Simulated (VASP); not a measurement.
## Ta3AsAu2O13: single point with PBE

The system is Ta3AsAu2O13.

```xyz
19
Lattice="5.2424 3.0267 4.1427 -5.2424 3.0267 4.1427 0.0000 -6.0534 4.1427" Properties=species:S:1:pos:R:3 pbc="T T T"
Ta   -1.7887    1.0327    4.2854
Ta    0.0000   -2.0655    4.2854
Ta    1.7887    1.0327    4.2854
As    0.0000    0.0000    6.9446
Au    0.0000    0.0000   12.0005
Au    0.0000    0.0000    9.3342
O    -1.3566    0.7832    6.1532
O     0.0000   -1.5665    6.1532
O     1.3566    0.7832    6.1532
O     2.5380   -0.6359    3.6068
O    -0.7183    2.5159    3.6068
O    -1.8197   -1.8800    3.6068
O     1.8197   -1.8800    3.6068
O    -2.5380   -0.6359    3.6068
O     0.7183    2.5159    3.6068
O    -3.3469    1.9323    4.0073
O     0.0000   -3.8647    4.0073
O     3.3469    1.9323    4.0073
O     0.0000    0.0000    3.8329
```

* Program: VASP 6.6.1
* Task: single point
* Functional: PBE
* Potentials or basis: VASP PAW PBE potentials, release 64 (Ta_pv, As, Au, O)
* Cutoff: 520 eV
* k mesh: 6 × 6 × 6
* Occupations: fermi-dirac, width 0.05 eV
* Spin: no spin polarisation

```json
{
  "Pressure": "0.6 GPa",
  "Largest force": "0.346 eV/Å",
  "Band gap on the k mesh": "1.06 eV, indirect (least direct gap 1.09 eV)"
}
```

Forces on the atoms (eV/Å):
```
Ta   0.101 -0.058  0.003
Ta   0.000  0.117  0.003
Ta  -0.101 -0.058  0.003
As   0.000  0.000  0.346
Au   0.000  0.000  0.021
Au   0.000  0.000 -0.002
O   -0.137  0.079 -0.019
O    0.000 -0.158 -0.019
O    0.137  0.079 -0.019
O    0.137  0.091 -0.033
O   -0.147  0.074 -0.033
O    0.010 -0.164 -0.033
O   -0.010 -0.164 -0.033
O   -0.137  0.091 -0.033
O    0.147  0.074 -0.033
O   -0.201  0.116 -0.033
O    0.000 -0.232 -0.033
O    0.201  0.116 -0.033
O    0.000  0.000 -0.021
```

Stress tensor (GPa, compression positive):
```
0.72 0.00 0.00
0.00 0.72 0.00
0.00 0.00 0.30
```

Levels at points of the mesh, in eV from the valence-band top:
| k point | band 65 | band 66 | band 67 | band 68 | band 69 | band 70 | band 71 | band 72 | band 73 | band 74 |
| --- | --- | --- | --- | --- | --- | --- | --- | --- | --- | --- |
| (0.00, 0.00, 0.00) | -0.64 | -0.64 | -0.14 | -0.14 | -0.06 | 1.09 | 2.96 | 2.96 | 3.13 | 3.39 |
| (0.50, 0.00, 0.00) | -0.58 | -0.54 | -0.36 | -0.35 | -0.01 | 1.20 | 2.85 | 2.91 | 3.14 | 3.35 |
| (0.50, 0.50, 0.00) | -0.56 | -0.55 | -0.34 | -0.34 | 0.00 | 1.16 | 2.85 | 2.93 | 3.13 | 3.25 |
| (0.50, 0.50, 0.50) | -0.65 | -0.65 | -0.14 | -0.14 | -0.03 | 1.06 | 2.95 | 2.95 | 3.09 | 3.38 |

Run time: 30 min on 1 thread of Intel(R) Xeon(R) Platinum 8259CL CPU @ 2.50GHz (Skylake/Cascade Lake), with other jobs on the host, peak memory 0.84 GiB.

Caveat: spin-orbit coupling is left out, which moves the levels of the heavy elements. Expect the measured gap to be larger: semilocal functionals such as PBE lack the derivative discontinuity.
